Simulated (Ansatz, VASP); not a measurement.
## One calculation of W, two programs

INCAR

```
ALGO = Fast
EDIFF = 1E-7
ENCUT = 520
GGA = PS
ISIF = 2
ISMEAR = 0
LASPH = True
LCHARG = False
LREAL = False
LWAVE = False
NBANDS = 13
NELM = 100
PREC = Accurate
SIGMA = 0.15
```

Contents of KPOINTS:

```
k-points
0
Gamma
  26 26 26
```

The input POSCAR:

```
W
1.0
   -1.5771801384      1.5771801384      1.5535224363
    1.5771801384     -1.5771801384      1.5535224363
    1.5771801384      1.5771801384     -1.5535224363
W
1
Direct
    0.0000000000      0.0000000000      0.0000000000
```

Input for Ansatz:

```yaml
crystal:
  lattice:
    - [-1.5771801384, 1.5771801384, 1.5535224363]
    - [1.5771801384, -1.5771801384, 1.5535224363]
    - [1.5771801384, 1.5771801384, -1.5535224363]
  atoms:
    - { symbol: W, position: [0.0, 0.0, 0.0] }
basis:
  ecutwfc: 420
kpoints:
  mp_grid: { grid: [26, 26, 26] }
hamiltonian:
  xc: pbesol
scf:
  occupations: { method: gaussian, width: 0.15 }
output:
  forces: true
  stress: true
  eigenvalues: true
```

Change from the starting cell: strain +0.000 along x and y, -0.015 along z, atoms carried along.

Alike in both runs: task single point; functional PBEsol; k mesh 26 × 26 × 26; occupations gaussian, width 0.15 eV; no spin polarisation.

```csv
,VASP,Ansatz
version,VASP 6.6.1,Ansatz 0.2.0
potentials or method,"VASP PAW PBE potentials, release 64 (W_sv), cutoff 520 eV","scalar-relativistic, plane waves, PAW"
valence electrons in the cell,14,14
```

|  | VASP | Ansatz | Ansatz less VASP |
| --- | --- | --- | --- |
| gap on the k mesh at the Fermi level (eV) | none | none | - |
| pressure (GPa) | 5.7 | 5.0 | -0.71 |
| traceless stress, the component that is largest in VASP (GPa) | 3.50 | 3.51 | +0.005 |

VASP's potentials were made for PBE, not for PBEsol. A gap of «none» marks a metal or a gap that the smearing closes. With one functional, cell and mesh, what is left measures potentials, basis and numerics.

Spin-orbit coupling is off throughout.
